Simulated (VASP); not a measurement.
Here is a VASP 6.6.1 calculation.

Contents of INCAR:

```
SYSTEM = Ca
ALGO = Fast ; EDIFF = 1E-7
ENCUT = 520 ; GGA = CA
ISIF = 2 ; ISMEAR = 0
LASPH = .True. ; LCHARG = .True.
LELF = .True. ; LREAL = .False.
LVHAR = .True. ; LWAVE = .False.
NBANDS = 11 ; NELM = 100
PREC = Accurate ; SIGMA = 0.15
```

The input KPOINTS:

```
k-points
0
Gamma
  14 14 14
  0 0 0
```

POSCAR

```
Ca
1.0
    3.6630891570      0.0000000000      0.0000000000
    0.0000000000      3.6630891570      0.0000000000
    0.0000000000      0.0000000000      3.4014399315
Ca
1
Direct
    0.0000000000      0.0000000000      0.0000000000
```

Potentials or basis: VASP PAW LDA potentials, release 64 (Ca_sv).

Run with:

```console
$ cat potpaw_LDA.64/Ca_sv/POTCAR > POTCAR
$ mpirun -np 1 vasp_std > vasp.out
```

**Question.** What does it give for the band gap on the k mesh?

**Answer.** Zero (band 5 reaches 2.04 eV, above the bottom of band 6 at 0.85 eV).

**Question.** Estimate the pressure.

**Answer.** -1.6 GPa.

Stress tensor (GPa, compression positive):
```
-2.73  0.00  0.00
 0.00 -2.73  0.00
 0.00  0.00  0.68
```

Caveat: the cell differs from its parent crystal (strain +0.050 along x and y, -0.025 along z).
